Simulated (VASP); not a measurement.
# BaTiO3 (Amm2) in VASP: a series of runs

The runs below take BaTiO3 through single point, with PBE.

Program: VASP 6.6.1. These are calculated values, not measurements. Logs are shortened: lines on timing, memory, paths and dates and some standing lists are left out, and cuts for length are marked.

## (1) The cell of the first run

The structure is orthorhombic, space group Amm2 (No. 38). Conventional cell: a = 3.985 Å, b = 7.971 Å, c = 8.404 Å, α = 90.00°, β = 90.00°, γ = 90.00°. Within 3.7 Å of Ba (site symmetry mm2) lie 12 O at 2.84 to 3.20 Å and 8 Ti at 3.44 to 3.60 Å. Within 3.5 Å of Ba (site symmetry mm2) lie 12 O at 2.64 to 3.16 Å and 4 Ti at 3.35 Å. Ti (site symmetry m) has 5 O at 1.79 to 2.24 Å within 2.4 Å. Within 2.4 Å of O (site symmetry m) lie 1 Ti at 1.81 Å. Within 3.0 Å of O (site symmetry mm2) lie 2 Ti at 2.24 Å and 6 O at 2.63 to 2.65 Å and 2 Ba at 2.65 Å. O (site symmetry mm2) has 2 Ti at 1.79 Å within 2.4 Å. Within 2.7 Å of O (site symmetry m) lie 2 Ti at 2.06 Å and 1 Ba at 2.64 Å and 2 O at 2.65 Å.

## (2) Single point, PBE (mode 24 (427.7 1/cm) frozen in, largest displacement +0.263 Å)

The input, INCAR:

```
ALGO     = Normal         # electronic algorithm
EDIFF    = 1E-7           # SCF threshold, eV
ENCUT    = 520            # plane-wave cutoff, eV
GGA      = PE             # functional
ISIF     = 2              # what is computed and relaxed
ISMEAR   = 0              # smearing method
LASPH    = T              # aspherical terms in the spheres
LCHARG   = F              # write CHGCAR
LREAL    = F              # projectors in reciprocal space
LWAVE    = F              # write WAVECAR
NBANDS   = 51             # bands
NELM     = 80             # most SCF steps
PREC     = Accurate       # precision mode
SIGMA    = 0.05           # smearing width, eV
```

The input, KPOINTS:

```
k-points
0
Gamma
  8 6 6
```

The input, POSCAR:

```
BaTiO3
1.0
   -3.9853536613      0.0000000000      0.0000000000
    0.0000000000      3.9853536613      4.2018072460
    0.0000000000      3.9853536613     -4.2018072460
Ba Ti O
2 2 6
Direct
    0.0000000000      0.9904952927      0.0095047073
    0.0000000000      0.4958234765      0.5041765235
    0.5000000000      0.5099035349      0.0408228661
    0.5000000000      0.9591771339      0.4900964651
    0.5000000000      0.2960089889      0.2581592143
    0.5000000000      0.7418407857      0.7039910111
    0.5000000000      0.2886417741      0.7113582259
    0.5000000000      0.7287336195      0.2712663805
    1.0000000000      0.4757546095      0.9583792159
    1.0000000000      0.0416207841      0.5242453905
```

Potentials or basis: VASP PAW PBE potentials, release 64 (Ba_sv, Ti_sv, O).

Started as:

```sh
$ cat potpaw_PBE.64/Ba_sv/POTCAR potpaw_PBE.64/Ti_sv/POTCAR potpaw_PBE.64/O/POTCAR > POTCAR
$ mpirun -np 1 vasp_std > vasp.out
```

OUTCAR:

```text
EDIFF = 1E-7
   ENCUT = 520
   GGA = PE
   ISIF = 2
   ISMEAR = 0
   LASPH = T
   LREAL = F
   NELM = 80
   PREC = Accurate

 ion  position               nearest neighbor table
   1  0.000  0.990  0.010-   9 2.84  10 2.84   8 2.97   8 2.97   9 2.98  10 2.98   6 2.98   5 2.98
                             6 2.98   5 2.98   7 3.20   7 3.20   4 3.44   3 3.44   3 3.44   4 3.44
   2  0.000  0.496  0.504-   9 2.64  10 2.64   7 2.65   7 2.65   5 2.68   5 2.68   6 2.68   6 2.68
                             8 2.79   8 2.79  10 3.16   9 3.16   4 3.35   3 3.35   3 3.35   4 3.35
   3  0.500  0.510  0.041-   8 1.79   5 1.81   9 2.06   9 2.06   7 2.24   6 2.43   2 3.35   2 3.35
                             1 3.44   1 3.44   1 3.60   1 3.60   2 3.69   2 3.69
   4  0.500  0.959  0.490-   8 1.79   6 1.81  10 2.06  10 2.06   7 2.24   5 2.43   2 3.35   2 3.35
                             1 3.44   1 3.44   1 3.60   1 3.60   2 3.69   2 3.69
   5  0.500  0.296  0.258-   3 1.81   4 2.43   2 2.68   2 2.68   1 2.98   1 2.98
   6  0.500  0.742  0.704-   4 1.81   3 2.43   2 2.68   2 2.68   1 2.98   1 2.98
   7  0.500  0.289  0.711-   3 2.24   4 2.24   2 2.65   2 2.65   1 3.20   1 3.20
   8  0.500  0.729  0.271-   3 1.79   4 1.79   2 2.79   2 2.79   1 2.97   1 2.97
   9  0.000  0.476  0.958-   3 2.06   3 2.06   2 2.64   1 2.84   1 2.98   2 3.16
  10  0.000  0.042  0.524-   4 2.06   4 2.06   2 2.64   1 2.84   1 2.98   2 3.16

  LATTYP: Found a base centered orthorhombic cell.
 ALAT       =     7.9707073226
 B/A-ratio  =     1.0543122651
 C/A-ratio  =     0.5000000000

  Lattice vectors:

 A1 = (   0.0000000000,   3.9853536613,   4.2018072460)
 A2 = (   0.0000000000,   3.9853536613,  -4.2018072460)
 A3 = (  -3.9853536613,   0.0000000000,   0.0000000000)

Analysis of symmetry for initial positions (statically):
=====================================================================
 Subroutine PRICEL returns:
 Original cell was already a primitive cell.

 Routine SETGRP: Setting up the symmetry group for a
 base centered orthorhombic supercell.

 Subroutine GETGRP returns: Found  4 space group operations
 (whereof  4 operations were pure point group operations)
 out of a pool of  8 trial point group operations.

The static configuration has the point symmetry C_2v.

Analysis of symmetry for dynamics (positions and initial velocities):
=====================================================================
 Subroutine PRICEL returns:
 Original cell was already a primitive cell.

 Routine SETGRP: Setting up the symmetry group for a
 base centered orthorhombic supercell.

 Subroutine GETGRP returns: Found  4 space group operations
 (whereof  4 operations were pure point group operations)
[... 126 lines left out ...]
   POTIM  = 0.5000    time-step for ionic-motion
   TEBEG  =    0.0;   TEEND  =   0.0 temperature during run
   PSTRESS=    0.0 pullay stress
   NELECT =      80.0000    total number of electrons
   NUPDOWN=      -1.0000    fix difference up-down
   EMIN   =  10.00;   EMAX   =-10.00  energy-range for DOS
   EFERMI =   0.00;   METHOD = LEGACY
   ISMEAR =     0;   SIGMA  =   0.05  broadening in eV -4-tet -1-fermi 0-gaus
   EFERMI_NEDOS =   21; number of points for ismear=-14 and -15
   IALGO  =     38    algorithm
   IMIX   =      4    mixing-type and parameters
     AMIX     =   0.40;   BMIX     =  1.00
     AMIX_MAG =   1.60;   BMIX_MAG =  1.00
  volume/ion in A,a.u.               =      13.35        90.07
  Fermi-wavevector in a.u.,A,eV,Ry     =   1.380294  2.608377 25.921970  1.905211
  Thomas-Fermi vector in A             =   2.505184
   LORBIT       =      0    0 simple, 1 ext, 2 COOP (PROOUT), +10 PAW based schemes
   GGA     = PE    functional components
   LHFCALC =     F    Hartree Fock is set to
   AEXX    =    0.0000 exact exchange contribution
   IVDW    =     0    specifies the selected vdW correction
   LEPSILON=     F    determine dielectric tensor
   LRPA    =     F    only Hartree local field effects (RPA)
 non-spin polarized calculation
 Gauss-broadening in eV      SIGMA  =   0.05
  energy-cutoff  :      520.00
  volume of cell :      133.47
 maximum number of plane-waves:      3619
 NGX is ok and might be reduce to    30
   NGX = 15   NGY = 21   NGZ = 21

 number of electron      79.9999988 magnetization

 Free energy of the ion-electron system (eV)
  ---------------------------------------------------
  ext. energy  EPLUGINS =         0.00000000
  ---------------------------------------------------
  free energy    TOTEN  =       -76.73353470 eV

  energy without entropy =      -76.73353470  energy(sigma->0) =      -76.73353470

 E-fermi :   5.1569     XC(G=0): -11.0219

 val. band max:        4.8737376084   @ k =   0.5000   0.5000   0.5000
 cond. band min:       5.6965128629   @ k =   0.0000   0.5000   0.5000
 fundamental gap:      0.8227752545
 Fermi energy:         5.1569226680

 k-point     1 :       0.0000    0.0000    0.0000
  band No.  band energies     occupation
      1     -52.8879      2.00000
      2     -52.8841      2.00000
      3     -29.3467      2.00000
      4     -29.2628      2.00000
      5     -29.2013      2.00000
      6     -29.1787      2.00000
[... 1285 lines left out ...]
     50       9.6435      0.00000
     51      10.1529      0.00000

 [... further k-points ...]
[... 5 lines left out ...]
  --------------------------------------------------------------------------------------
  -------------------------------------------------------------------------------------
  Total        3.0464255     11.1902502      2.6954050      0.0000000      0.0000000      0.0000000
  in kB       36.5680074    134.3230442     32.3545047      0.0000000      0.0000000      0.0000000
  external PRESSURE =      67.7485188 kB  Pullay stress =       0.0000000 kB

 VOLUME and BASIS-vectors are now :
 -----------------------------------------------------------------------------
  energy-cutoff  :      520.00
  volume of cell :      133.47
      direct lattice vectors                 reciprocal lattice vectors
    -3.985353661  0.000000000  0.000000000    -0.250918760  0.000000000  0.000000000
     0.000000000  3.985353661  4.201807246     0.000000000  0.125459380  0.118996415
     0.000000000  3.985353661 -4.201807246     0.000000000  0.125459380 -0.118996415

 POSITION                                       TOTAL-FORCE (eV/Angst)
 -----------------------------------------------------------------------------------
      0.00000      3.98535      4.12193         0.000000      0.000000      2.062862
      0.00000      3.98535     -0.03510         0.000000      0.000000     -1.729049
     -1.99268      2.19484      1.97099         0.000000     -7.027758     -0.324564
     -1.99268      5.77587      1.97099         0.000000      7.027758     -0.324564
     -1.99268      2.20856      0.15904         0.000000     -2.428804      0.210800
     -1.99268      5.76215      0.15904         0.000000      2.428804      0.210800
     -1.99268      3.98535     -1.77617         0.000000      0.000000     -2.223241
     -1.99268      3.98535      1.92219         0.000000      0.000000      2.815294
      0.00000      5.71553     -2.02790         0.000000      2.750634     -0.349170
      0.00000      2.25518     -2.02790         0.000000     -2.750634     -0.349170
 -----------------------------------------------------------------------------------
    total drift:                               -0.000000     -0.000000      0.000272

  FREE ENERGIE OF THE ION-ELECTRON SYSTEM (eV)
  ---------------------------------------------------
  free  energy   TOTEN  =       -76.7335347006 eV

  energy  without entropy=      -76.7335347006  energy(sigma->0) =      -76.73353470
```

stdout:

```text
POSCAR found type information on POSCAR BaTiO
 POSCAR found :  3 types and      10 ions
 scaLAPACK will be used
 LDA part: xc-table for (Slater+PW92), standard interpolation
 POSCAR, INCAR and KPOINTS ok, starting setup
 FFT: planning ... GRIDC
 FFT: planning ... GRID_SOFT
 FFT: planning ... GRID
 WAVECAR not read
 entering main loop
```

It took 11 min on 1 thread of Intel Xeon Platinum 8488C (Sapphire Rapids), shared host; peak memory 0.5 GiB.

What came out:

- Free energy: -76.7335 eV
- Pressure: 6.8 GPa
- Largest force: 7.035 eV/Å
- Band gap on the k mesh: 0.82 eV, indirect (least direct gap 1.10 eV)

Forces in eV/Å, atoms in the order of the input:
```
Ba   0.000  0.000  2.063
Ba   0.000  0.000 -1.729
Ti   0.000 -7.028 -0.325
Ti   0.000  7.028 -0.325
O    0.000 -2.429  0.211
O    0.000  2.429  0.211
O    0.000  0.000 -2.223
O    0.000  0.000  2.815
O    0.000  2.751 -0.349
O    0.000 -2.751 -0.349
```

Stress tensor (GPa, compression positive):
```
 3.66  0.00  0.00
 0.00 13.43  0.00
 0.00  0.00  3.24
```

Levels at points of the mesh, in eV from the valence-band top:
| k point | band 37 | band 38 | band 39 | band 40 | band 41 | band 42 | band 43 | band 44 |
| --- | --- | --- | --- | --- | --- | --- | --- | --- |
| (0.00, 0.00, 0.00) | -2.00 | -1.02 | -0.56 | -0.32 | 1.08 | 1.10 | 1.27 | 2.40 |
| (0.50, 0.00, 0.00) | -1.58 | -1.45 | -0.76 | -0.11 | 1.23 | 1.56 | 2.13 | 2.55 |
| (0.00, 0.50, 0.00) | -2.25 | -1.27 | -0.72 | -0.34 | 1.08 | 1.48 | 1.60 | 2.15 |
| (0.50, 0.50, 0.00) | -1.94 | -1.80 | -0.90 | -0.11 | 1.53 | 1.62 | 2.29 | 2.36 |
| (0.00, 0.50, 0.50) | -2.43 | -1.28 | -0.92 | -0.28 | 0.82 | 1.91 | 2.04 | 2.05 |
| (0.50, 0.50, 0.50) | -1.59 | -1.48 | -1.13 | 0.00 | 1.65 | 2.02 | 2.28 | 2.45 |

Caveat: the cell differs from its parent crystal (mode 24 (427.7 1/cm) frozen in, largest displacement +0.263 Å); spin-orbit coupling is left out, which moves the levels of the heavy elements; forces of over 1 eV/Å act on the atoms, so gaps and moduli don't describe the material at rest. A k mesh can miss the band edges.

## (3) Single point, PBE (mode 24 (427.7 1/cm) frozen in, largest displacement +0.188 Å)

The input, INCAR:

```
SYSTEM = BaTiO3
PREC     = Accurate       ! precision mode
ENCUT    = 520            ! plane-wave cutoff, eV
EDIFF    = 1E-7           ! SCF threshold, eV
ISMEAR   = 0              ! smearing method
SIGMA    = 0.05           ! smearing width, eV
LREAL    = .FALSE.        ! projectors in reciprocal space
LASPH    = .TRUE.         ! aspherical terms in the spheres
NELM     = 60             ! most SCF steps
ALGO     = Normal         ! electronic algorithm
ISIF     = 2              ! what is computed and relaxed
LWAVE    = .FALSE.        ! write WAVECAR
LCHARG   = .TRUE.         ! write CHGCAR
GGA      = PE             ! functional
LELF     = .TRUE.         ! ELF
LVHAR    = .TRUE.       
NBANDS   = 51             ! bands
```

The input, KPOINTS:

```
regular mesh
0
G
  8 6 6
  0 0 0
```

The input, POSCAR:

```
BaTiO3
1.0
   -3.9853536613      0.0000000000      0.0000000000
    0.0000000000      3.9853536613      4.2018072460
    0.0000000000      3.9853536613     -4.2018072460
Ba Ti O
2 2 6
Direct
    0.0000000000      0.9912564618      0.0087435382
    0.0000000000      0.4950623074      0.5049376926
    0.5000000000      0.5026569062      0.0335762374
    0.5000000000      0.9664237626      0.4973430938
    0.5000000000      0.2882706742      0.2504208996
    0.5000000000      0.7495791004      0.7117293258
    0.5000000000      0.2800834663      0.7199165337
    0.5000000000      0.7372919273      0.2627080727
    1.0000000000      0.4851640630      0.9677886694
    1.0000000000      0.0322113306      0.5148359370
```

Potentials or basis: VASP PAW PBE potentials, release 64 (Ba_sv, Ti_sv, O).

Started as:

```sh
$ cat potpaw_PBE.64/Ba_sv/POTCAR potpaw_PBE.64/Ti_sv/POTCAR potpaw_PBE.64/O/POTCAR > POTCAR
$ mpirun -np 1 vasp_std > vasp.out
```

OUTCAR:

```text
SYSTEM = BaTiO3
   PREC = Accurate
   ENCUT = 520
   EDIFF = 1E-7
   ISMEAR = 0
   LREAL = .FALSE.
   LASPH = .TRUE.
   NELM = 60
   ISIF = 2
   GGA = PE

 ion  position               nearest neighbor table
   1  0.000  0.991  0.009-   9 2.88  10 2.88   8 2.92   8 2.92   9 2.93  10 2.93   6 2.94   5 2.94
                             6 2.94   5 2.94   7 3.14   7 3.14   4 3.47   3 3.47   3 3.47   4 3.47
   2  0.000  0.495  0.505-   9 2.68  10 2.68   7 2.69   7 2.69   5 2.72   5 2.72   6 2.72   6 2.72
                             8 2.85   8 2.85  10 3.11   9 3.11   4 3.38   3 3.38   3 3.38   4 3.38
[... 1526 lines left out ...]
  external PRESSURE =      41.9665333 kB  Pullay stress =       0.0000000 kB

 VOLUME and BASIS-vectors are now :
 -----------------------------------------------------------------------------
  energy-cutoff  :      520.00
  volume of cell :      133.47
      direct lattice vectors                 reciprocal lattice vectors
    -3.985353661  0.000000000  0.000000000    -0.250918760  0.000000000  0.000000000
     0.000000000  3.985353661  4.201807246     0.000000000  0.125459380  0.118996415
     0.000000000  3.985353661 -4.201807246     0.000000000  0.125459380 -0.118996415

 POSITION                                       TOTAL-FORCE (eV/Angst)
 -----------------------------------------------------------------------------------
      0.00000      3.98535      4.12833         0.000000     -0.000000      1.501931
      0.00000      3.98535     -0.04149         0.000000     -0.000000     -1.286919
     -1.99268      2.13708      1.97099         0.000000     -4.883288     -0.163163
     -1.99268      5.83363      1.97099         0.000000      4.883288     -0.163163
     -1.99268      2.14688      0.15904         0.000000     -1.716904      0.080128
     -1.99268      5.82383      0.15904         0.000000      1.716904      0.080128
     -1.99268      3.98535     -1.84809         0.000000     -0.000000     -1.721305
     -1.99268      3.98535      1.99411         0.000000     -0.000000      2.060074
      0.00000      5.79053     -2.02790         0.000000      2.011444     -0.193857
      0.00000      2.18018     -2.02790         0.000000     -2.011444     -0.193857
 -----------------------------------------------------------------------------------
    total drift:                               -0.000000     -0.000002     -0.000172

  FREE ENERGIE OF THE ION-ELECTRON SYSTEM (eV)
  ---------------------------------------------------
  free  energy   TOTEN  =       -78.3733420677 eV

  energy  without entropy=      -78.3733420677  energy(sigma->0) =      -78.37334207
```

Run time: 9.6 min. Hardware: 1 thread of Intel Xeon Platinum 8488C (Sapphire Rapids), shared host; peak memory 0.49 GiB.

What came out:

- Free energy: -78.3733 eV
- Pressure: 4.2 GPa
- Largest force: 4.886 eV/Å
- Band gap on the k mesh: 1.22 eV, indirect (least direct gap 1.59 eV)

Forces in eV/Å, atoms in the order of the input:
```
Ba   0.000  0.000  1.502
Ba   0.000  0.000 -1.287
Ti   0.000 -4.883 -0.163
Ti   0.000  4.883 -0.163
O    0.000 -1.717  0.080
O    0.000  1.717  0.080
O    0.000  0.000 -1.721
O    0.000  0.000  2.060
O    0.000  2.011 -0.194
O    0.000 -2.011 -0.194
```

Stress tensor (GPa, compression positive):
```
2.47 0.00 0.00
0.00 7.76 0.00
0.00 0.00 2.36
```

Levels at points of the mesh, in eV from the valence-band top:
| k point | band 37 | band 38 | band 39 | band 40 | band 41 | band 42 | band 43 | band 44 |
| --- | --- | --- | --- | --- | --- | --- | --- | --- |
| (0.00, 0.00, 0.00) | -1.67 | -0.92 | -0.53 | -0.39 | 1.35 | 1.58 | 1.69 | 2.78 |
| (0.50, 0.00, 0.00) | -1.57 | -1.16 | -0.67 | -0.09 | 1.70 | 2.28 | 2.66 | 3.08 |
| (0.00, 0.50, 0.00) | -1.90 | -1.26 | -0.70 | -0.47 | 1.55 | 1.99 | 2.07 | 2.47 |
| (0.50, 0.50, 0.00) | -1.68 | -1.49 | -0.92 | -0.15 | 2.14 | 2.28 | 2.81 | 2.85 |
| (0.00, 0.50, 0.50) | -2.05 | -1.34 | -0.90 | -0.37 | 1.22 | 2.12 | 2.53 | 2.57 |
| (0.50, 0.50, 0.50) | -1.62 | -1.20 | -1.11 | 0.00 | 2.35 | 2.57 | 2.78 | 2.88 |

Caveat: the cell differs from its parent crystal (mode 24 (427.7 1/cm) frozen in, largest displacement +0.188 Å); spin-orbit coupling is left out, which moves the levels of the heavy elements; forces of over 1 eV/Å act on the atoms, so gaps and moduli don't describe the material at rest. A k mesh can miss the band edges.
